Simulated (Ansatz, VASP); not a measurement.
**Al: VASP beside Ansatz**

The input INCAR:

```
SYSTEM = Al
PREC     = Accurate       ! precision mode
ENCUT    = 520            ! plane-wave cutoff, eV
EDIFF    = 1E-6           ! SCF threshold, eV
ISMEAR   = 0              ! smearing method
SIGMA    = 0.15           ! smearing width, eV
LREAL    = .False.        ! projectors in reciprocal space
LASPH    = .True.         ! aspherical terms in the spheres
NELM     = 80             ! most SCF steps
ALGO     = Fast           ! electronic algorithm
ISIF     = 2              ! what is computed and relaxed
LWAVE    = .False.        ! write WAVECAR
LCHARG   = .True.         ! write CHGCAR
GGA      = PS             ! functional
LELF     = .True.         ! ELF
LVHAR    = .True.       
NBANDS   = 10             ! bands
```

KPOINTS

```
Automatic mesh
0
Gamma
  18 18 10
  0 0 0
```

POSCAR

```
Al
1.0
    2.8124553515      0.0000000000      0.0000000000
   -1.4062276757      2.4356577814      0.0000000000
    0.0000000000      0.0000000000      4.8668500000
Al
2
Direct
    0.5742891571      0.1485783142      0.7500000000
    0.3333333333      0.6666666667      0.2500000000
```

Input for Ansatz:

```yaml
crystal:
  lattice:
    - [2.8124553515, 0.0, 0.0]
    - [-1.4062276757, 2.4356577814, 0.0]
    - [0.0, 0.0, 4.86685]
  atoms:
    - { symbol: Al, position: [0.5742891571, 0.1485783142, 0.75] }
    - { symbol: Al, position: [0.3333333333, 0.6666666667, 0.25] }
basis:
  ecutwfc: 420
kpoints:
  mp_grid: { grid: [18, 18, 10] }
hamiltonian:
  xc: pbesol
scf:
  occupations: { method: gaussian, width: 0.15 }
output:
  forces: true
  stress: true
  eigenvalues: true
```

Alike in both runs: task single point; functional PBEsol; k mesh 18 × 18 × 10; occupations gaussian, width 0.15 eV; no spin polarisation.

|  | VASP | Ansatz |
| --- | --- | --- |
| version | VASP 6.6.1 | Ansatz 0.2.0 |
| potentials or method | VASP PAW PBE potentials, release 64 (Al), cutoff 520 eV | scalar-relativistic, plane waves, PAW |
| valence electrons in the cell | 6 | 6 |

VASP gave:

```
gap on the k mesh at the Fermi level (eV)                     : none
pressure (GPa)                                                : 0.4
traceless stress, the component that is largest in VASP (GPa) : 1.17
rms of the force components (eV/Å)                            : 0.269
```

Problem. Which values does Ansatz return?

Solution. gap on the k mesh at the Fermi level (eV): none; pressure (GPa): 0.3; traceless stress, the component that is largest in VASP (GPa): 1.17; rms of the force components (eV/Å): 0.267.

VASP's potentials were made for PBE, not for PBEsol. Atom by atom the forces differ by 0.001 eV/Å (rms over components). A gap of «none» marks a metal or a gap that the smearing closes.
